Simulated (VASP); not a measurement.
Runs of VASP 6.6.1 on Os. The structure is that of space group P6_3/mmc (No. 194), or close to it. The cells are those of the table. 

```csv
task,cell,gap on the mesh (eV),pressure (GPa)
single point,"a = 2.743, b = 2.743, c = 4.334 Å, angles 90.0, 90.0, 120.0°, 2 atoms",none,-6.5
single point,"a = 2.734, b = 2.734, c = 4.233 Å, angles 90.0, 90.0, 120.0°, 2 atoms",none,7.5
electric field gradients,"a = 2.734, b = 2.734, c = 4.277 Å, angles 90.0, 90.0, 120.0°, 2 atoms",none,2.4
single point,"a = 2.716, b = 2.716, c = 4.291 Å, angles 90.0, 90.0, 120.0°, 2 atoms",none,(a)
single point,"a = 2.734, b = 2.734, c = 4.277 Å, angles 90.0, 90.0, 120.0°, 2 atoms",none,2.4
electric field gradients,"a = 2.678, b = 2.678, c = 4.232 Å, angles 90.0, 90.0, 120.0°, 2 atoms",none,28.8
single point,"a = 2.788, b = 2.788, c = 4.404 Å, angles 90.0, 90.0, 120.0°, 2 atoms",none,-24.1
electric field gradients,"a = 2.788, b = 2.788, c = 4.404 Å, angles 90.0, 90.0, 120.0°, 2 atoms",none,-24.1
```

Alike in all rows: level PBEsol; potentials or basis VASP PAW PBE potentials, release 64 (Os); no spin polarisation; k mesh 17 × 17 × 10; cutoff (eV) 520; smearing fermi-dirac 0.08 eV.

Estimate the missing entries.

(a) 6.9.

Caveats: the PAW data sets were made with another functional, which shifts forces and pressure a little; spin-orbit coupling is left out, which moves the levels of the heavy elements.

A k mesh can miss the band edges, and the runs leave out spin-orbit coupling on Os.

A gap of «none» marks levels without a gap at the run's occupations.
